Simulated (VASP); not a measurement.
Write the native input for VASP 6.6.1 that does the following.

- Task: single point
- Functional: PBE
- Potentials or basis: VASP PAW PBE potentials, release 64 (Ba_sv, O_h)
- Cutoff: 1340 eV
- k mesh: 6 × 6 × 6
- Occupations: gaussian, width 0.1 eV
- Spin: no spin polarisation
- Dipole correction: no
- Further INCAR settings: ALGO = Normal; EDIFF = 1e-06; NBANDS = 15

The structure of BaO lies in POSCAR:

```
BaO
1.0
    0.0000000000      2.7903917100      2.7903917100
    2.7903917100      0.0000000000      2.7903917100
    2.7903917100      2.7903917100      0.0000000000
Ba O
1 1
Direct
    0.0000000000      0.0000000000      0.0000000000
    0.5000000000      0.5000000000      0.5000000000
```

The input as run:

INCAR

```
SYSTEM = BaO
PREC = Accurate
ENCUT = 1340
EDIFF = 1E-6
ISMEAR = 0
SIGMA = 0.1
LREAL = .FALSE.
LASPH = .TRUE.
NELM = 120
ALGO = Normal
ISIF = 2
LWAVE = .FALSE.
LCHARG = .FALSE.
GGA = PE
NBANDS = 15
GGA_COMPAT = .FALSE.
```

KPOINTS

```
regular mesh
0
G
  6 6 6
  0 0 0
```

Potentials or basis: VASP PAW PBE potentials, release 64 (Ba_sv, O_h).

The run is started by

```console
$ cat potpaw_PBE.64/Ba_sv/POTCAR potpaw_PBE.64/O_h/POTCAR > POTCAR
$ mpirun -np 1 vasp_std > vasp.out
```

Results of the run:

* Pressure: 1.2 GPa
* Band gap on the k mesh: 2.05 eV

Caveat: spin-orbit coupling is left out, which moves the levels of the heavy elements.

It took 38 s on 1 thread of Intel(R) Xeon(R) Platinum 8259CL CPU @ 2.50GHz (Skylake/Cascade Lake), on a shared host, peak memory 0.33 GiB.
